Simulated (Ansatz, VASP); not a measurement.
## One calculation of Ru, two programs

INCAR

```
ALGO = Normal ; EDIFF = 1E-7
EDIFFG = -0.002 ; ENCUT = 500
GGA = PS ; GGA_COMPAT = False
IBRION = 2 ; ISIF = 3
ISMEAR = 0 ; LASPH = True
LCHARG = False ; LREAL = False
LWAVE = False ; NELM = 120
NELMIN = 4 ; NSW = 100
PREC = Accurate ; SIGMA = 0.1
```

KPOINTS

```
k-points
0
Gamma
  18 18 10
```

File POSCAR:

```
Ru
1.0
    2.7078263400      0.0000000000      0.0000000000
   -1.3539131700      2.3450464000      0.0000000000
    0.0000000000      0.0000000000      4.2681017800
Ru
2
Direct
    0.3333333300      0.6666666700      0.2500000000
    0.6666666700      0.3333333300      0.7500000000
```

Input for Ansatz:

```yaml
crystal:
  lattice:
    - [2.70782634, 0.0, 0.0]
    - [-1.35391317, 2.3450464, 0.0]
    - [0.0, 0.0, 4.26810178]
  atoms:
    - { symbol: Ru, position: [0.33333333, 0.66666667, 0.25] }
    - { symbol: Ru, position: [0.66666667, 0.33333333, 0.75] }
basis:
  ecutwfc: 420
kpoints:
  mp_grid: { grid: [18, 18, 10] }
hamiltonian:
  xc: pbesol
  pseudopotentials: { kind: paw, azcp: { folder: soft_1 } }
scf:
  occupations: { method: gaussian, width: 0.1 }
output:
  forces: true
  stress: true
  eigenvalues: true
relax:
  adjacent_minimum: "off"
  f_tol: 0.002
  max_steps: 80
  cell: { stress_tol: 0.02 }
```

Alike in both runs: task relaxation of cell and atoms; functional PBEsol; k mesh 18 × 18 × 10; occupations gaussian, width 0.1 eV; no spin polarisation.

|  | VASP | Ansatz |
| --- | --- | --- |
| version | VASP 6.6.1 | Ansatz 0.2.0 |
| potentials or method | VASP PAW PBE potentials, release 64 (Ru_pv), cutoff 500 eV | scalar-relativistic, plane waves, PAW |
| valence electrons in the cell | 28 | 32 |

```tsv
	VASP	Ansatz	Ansatz less VASP
gap on the k mesh at the Fermi level, each at its own relaxed structure (eV)	none	none	-
relaxed volume (Å³/atom)	13.32	13.32	+0.004
relaxed length of the cell vector where the two differ most in proportion (Å)	2.689	2.690	+0.0003
```

VASP's potentials were made for PBE, not for PBEsol, and Ansatz warns of the same on its side. A gap of «none» marks a metal or a gap that the smearing closes. VASP's potentials hold 28 valence electrons a cell and Ansatz's 32, so a difference there can come from the potentials and not from the codes.
